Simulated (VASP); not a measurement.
Wanted: the native input for a VASP 6.6.1 run.

```yaml
Task: single point
Functional: PBE
Potentials_or_basis: VASP PAW PBE potentials, release 64 (Zn, Se)
Cutoff: 500 eV
k_mesh: 6 × 6 × 6
Occupations: gaussian, width 0.01 eV
Spin: no spin polarisation
Dipole_correction: no
Further_INCAR_settings: ALGO = Normal; EDIFF = 1e-06; NBANDS = 16
```

The structure of ZnSe (gwk) lies in POSCAR:

```
ZnSe
1.0
    0.0000000000      2.8664304610      2.8664304610
    2.8664304610      0.0000000000      2.8664304610
    2.8664304610      2.8664304610      0.0000000000
Zn Se
1 1
Direct
    0.0000000000      0.0000000000      0.0000000000
    0.2500000000      0.2500000000      0.2500000000
```

One way to write it, as run:

INCAR

```
SYSTEM = ZnSe
PREC = Accurate
ENCUT = 500
EDIFF = 1E-6
ISMEAR = 0
SIGMA = 0.01
LREAL = .False.
LASPH = .True.
NELM = 120
ALGO = Normal
ISIF = 2
LWAVE = .False.
LCHARG = .True.
GGA = PE
LELF = .True.
LVHAR = .True.
NBANDS = 16
GGA_COMPAT = .False.
```

KPOINTS

```
Automatic mesh
0
Gamma
  6 6 6
  0 0 0
```

Potentials or basis: VASP PAW PBE potentials, release 64 (Zn, Se).

Command:

```console
$ cat potpaw_PBE.64/Zn/POTCAR potpaw_PBE.64/Se/POTCAR > POTCAR
$ mpirun -np 1 vasp_std > vasp.out
```

Results of the run:

```
Pressure               : 0.2 GPa
Band gap on the k mesh : 1.15 eV, direct
```

Run time: 15 s on 1 thread of Intel(R) Xeon(R) 6975P-C (Granite Rapids) (shared host), peak memory 0.16 GiB.
